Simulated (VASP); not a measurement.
# F (C2/m) in VASP: notebook, part 2 of 2

VASP 6.6.1.

## 4. Single point, PBEsol

Input file INCAR:

```
PREC = Accurate
ENCUT = 520
EDIFF = 1E-7
ISMEAR = 0
SIGMA = 0.05
LREAL = F
LASPH = T
NELM = 100
ALGO = Normal
ISIF = 2
LWAVE = F
LCHARG = F
GGA = PS
NBANDS = 22
```

Input file KPOINTS:

```
Automatic mesh
0
Gamma
  4 4 2
```

Input file POSCAR:

```
F
1.0
    2.9484629692     -1.6945827202     -0.2274109001
    2.9484629692      1.6945827202     -0.2274109001
   -2.2170189184      0.0000000000      6.7863396219
F
4
Direct
    0.0848459664      0.0848459664      0.0900077731
    0.9151540336      0.9151540336      0.9099922269
    0.5015719855      0.5015719855      0.5937195244
    0.4984280145      0.4984280145      0.4062804756
```

Potentials or basis: VASP PAW PBE potentials, release 64 (F).

On the command line:

```bash
> cat potpaw_PBE.64/F/POTCAR > POTCAR
> mpirun -np 1 vasp_std > vasp.out
```

OUTCAR:

```text
PREC = Accurate
   ENCUT = 520
   EDIFF = 1E-7
   ISMEAR = 0
   LREAL = F
   LASPH = T
   NELM = 100
   ISIF = 2
   GGA = PS

 ion  position               nearest neighbor table
   1  0.085  0.085  0.090-   2 1.29
   2  0.915  0.915  0.910-   1 1.29
   3  0.502  0.502  0.594-   4 1.33
   4  0.498  0.498  0.406-   3 1.33

  LATTYP: Found a base centered monoclinic cell.
 ALAT       =     5.9144398207
 B/A-ratio  =     0.5730323654
 C/A-ratio  =     1.2070962569
 COS(beta)  =    -0.3827161857

  Lattice vectors:

 A1 = (   2.9484629692,  -1.6945827202,  -0.2274109001)
 A2 = (   2.9484629692,   1.6945827202,  -0.2274109001)
 A3 = (  -2.2170189184,   0.0000000000,   6.7863396219)

Analysis of symmetry for initial positions (statically):
=====================================================================
 Subroutine PRICEL returns:
 Original cell was already a primitive cell.

 Routine SETGRP: Setting up the symmetry group for a
 base centered monoclinic supercell.

 Subroutine GETGRP returns: Found  4 space group operations
 (whereof  4 operations were pure point group operations)
 out of a pool of  4 trial point group operations.

The static configuration has the point symmetry C_2h.

Analysis of symmetry for dynamics (positions and initial velocities):
=====================================================================
 Subroutine PRICEL returns:
 Original cell was already a primitive cell.

 Routine SETGRP: Setting up the symmetry group for a
 base centered monoclinic supercell.

 Subroutine GETGRP returns: Found  4 space group operations
 (whereof  4 operations were pure point group operations)
 out of a pool of  4 trial point group operations.

[... 106 lines left out ...]
   EMIN   =  10.00;   EMAX   =-10.00  energy-range for DOS
   EFERMI =   0.00;   METHOD = LEGACY
   ISMEAR =     0;   SIGMA  =   0.05  broadening in eV -4-tet -1-fermi 0-gaus
   EFERMI_NEDOS =   21; number of points for ismear=-14 and -15
   IALGO  =     38    algorithm
   IMIX   =      4    mixing-type and parameters
     AMIX     =   0.40;   BMIX     =  1.00
     AMIX_MAG =   1.60;   BMIX_MAG =  1.00
  volume/ion in A,a.u.               =      16.53       111.53
  Fermi-wavevector in a.u.,A,eV,Ry     =   1.229459  2.323340 20.566135  1.511568
  Thomas-Fermi vector in A             =   2.364345
   LORBIT       =      0    0 simple, 1 ext, 2 COOP (PROOUT), +10 PAW based schemes
   GGA     = PS    functional components
   LHFCALC =     F    Hartree Fock is set to
   AEXX    =    0.0000 exact exchange contribution
   IVDW    =     0    specifies the selected vdW correction
   LEPSILON=     F    determine dielectric tensor
   LRPA    =     F    only Hartree local field effects (RPA)
 non-spin polarized calculation
 Gauss-broadening in eV      SIGMA  =   0.05
  energy-cutoff  :      520.00
  volume of cell :       66.11
 maximum number of plane-waves:      1786
 NGX is ok and might be reduce to    28
   NGX = 13   NGY = 13   NGZ = 27

 number of electron      28.0000000 magnetization

 Free energy of the ion-electron system (eV)
  ---------------------------------------------------
  ext. energy  EPLUGINS =         0.00000000
  ---------------------------------------------------
  free energy    TOTEN  =        -7.30723135 eV

  energy without entropy =       -7.30723135  energy(sigma->0) =       -7.30723135

 E-fermi :  -4.3600     XC(G=0):  -7.3610

 val. band max:       -4.6862601626   @ k =   0.5000   0.5000   0.0000
 cond. band min:      -0.7552503674   @ k =   0.0000   0.0000   0.0000
 fundamental gap:      3.9310097951
 Fermi energy:        -4.3600382098

 k-point     1 :       0.0000    0.0000    0.0000
  band No.  band energies     occupation
      1     -32.0406      2.00000
      2     -31.3604      2.00000
      3     -23.1794      2.00000
      4     -22.6702      2.00000
      5     -12.3809      2.00000
      6     -11.5524      2.00000
[... 339 lines left out ...]
     21      10.2650      0.00000
     22      10.6579      0.00000

------------------------ aborting loop because EDIFF is reached ----------------------------------------

  FORCE on cell =-STRESS in cart. coord.  units (eV):
  Direction    XX          YY          ZZ          XY          YZ          ZX
  --------------------------------------------------------------------------------------
  -------------------------------------------------------------------------------------
  Total        2.1695857     -0.1751246     11.2163454      0.0000000      0.0000000      2.0917070
  in kB       52.5831386     -4.2444060    271.8448301      0.0000000      0.0000000     50.6956340
  external PRESSURE =     106.7278542 kB  Pullay stress =       0.0000000 kB

 VOLUME and BASIS-vectors are now :
 -----------------------------------------------------------------------------
  energy-cutoff  :      520.00
  volume of cell :       66.11
      direct lattice vectors                 reciprocal lattice vectors
     2.948462969 -1.694582720 -0.227410900     0.173963239 -0.295057889  0.056831785
     2.948462969  1.694582720 -0.227410900     0.173963239  0.295057889  0.056831785
    -2.217018918  0.000000000  6.786339622     0.011659050  0.000000000  0.151163719

 POSITION                                       TOTAL-FORCE (eV/Angst)
 -----------------------------------------------------------------------------------
      0.30078      0.00000      0.57223         2.990267      0.000000      5.697592
      3.37913      0.00000      5.75928        -2.990267      0.000000     -5.697592
      1.64145      0.00000      3.80106        -1.155989      0.000000      3.597495
      2.03846      0.00000      2.53046         1.155989      0.000000     -3.597495
 -----------------------------------------------------------------------------------
    total drift:                                0.000000      0.000000     -0.000000

  FREE ENERGIE OF THE ION-ELECTRON SYSTEM (eV)
  ---------------------------------------------------
  free  energy   TOTEN  =        -7.3072313530 eV

  energy  without entropy=       -7.3072313530  energy(sigma->0) =       -7.30723135
```

Run time: 37 s. Hardware: 1 thread of Intel Xeon 6975P-C, shared host; peak memory 0.18 GiB.

Results:

```
Free energy            : -7.3072 eV
Pressure               : 10.7 GPa
Largest force          : 6.435 eV/Å
Band gap on the k mesh : 3.93 eV, indirect (least direct gap 4.02 eV)
```

Forces in eV/Å, atoms in the order of the input:
```
F    2.990  0.000  5.698
F   -2.990  0.000 -5.698
F   -1.156  0.000  3.597
F    1.156  0.000 -3.597
```

Stress tensor (GPa, compression positive):
```
 5.26  0.00  5.07
 0.00 -0.42  0.00
 5.07  0.00 27.18
```

Caveat: the k points lie up to 0.55 Å⁻¹ apart; the PAW data sets were made with another functional, which shifts forces and pressure a little. PBEsol gaps usually lie below the measured ones, often by a third to a half.
